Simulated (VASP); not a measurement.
Write the native input for VASP 6.6.1 that does the following.

- Task: single point
- Functional: PBE
- Potentials or basis: VASP PAW PBE potentials, release 64 (K_sv, F)
- Cutoff: 520 eV
- k mesh: 8 × 8 × 8
- Occupations: gaussian, width 0.02 eV
- Spin: no spin polarisation
- Dipole correction: no
- Further INCAR settings: ALGO = Normal; EDIFF = 1e-06; NBANDS = 15

The structure of KF (Carobbiite) lies in POSCAR:

```
KF
1.0
    0.0000000000      2.5963424226      2.5963424226
    2.5963424226      0.0000000000      2.5963424226
    2.5963424226      2.5963424226      0.0000000000
K F
1 1
Direct
    0.0000000000      0.0000000000      0.0000000000
    0.5000000000      0.5000000000      0.5000000000
```

This cell differs from its parent crystal: volume scaled by 0.88.

The input as run:

INCAR

```
ALGO = Normal
EDIFF = 1E-6
ENCUT = 520
GGA = PE
ISIF = 2
ISMEAR = 0
LASPH = True
LCHARG = True
LELF = True
LREAL = False
LVHAR = True
LWAVE = False
NBANDS = 15
NELM = 100
PREC = Accurate
SIGMA = 0.02
```

KPOINTS

```
k-points
0
Gamma
  8 8 8
```

Potentials or basis: VASP PAW PBE potentials, release 64 (K_sv, F).

Command:

```sh
$ cat potpaw_PBE.64/K_sv/POTCAR potpaw_PBE.64/F/POTCAR > POTCAR
$ mpirun -np 1 vasp_std > vasp.out
```

It gave:

* Pressure: 5.2 GPa
* Band gap on the k mesh: 6.64 eV, direct

Wall time 28 s on 1 thread of AMD EPYC 7R43 64-Core Processor (Zen 3), with other jobs on the host, peak memory 0.12 GiB.
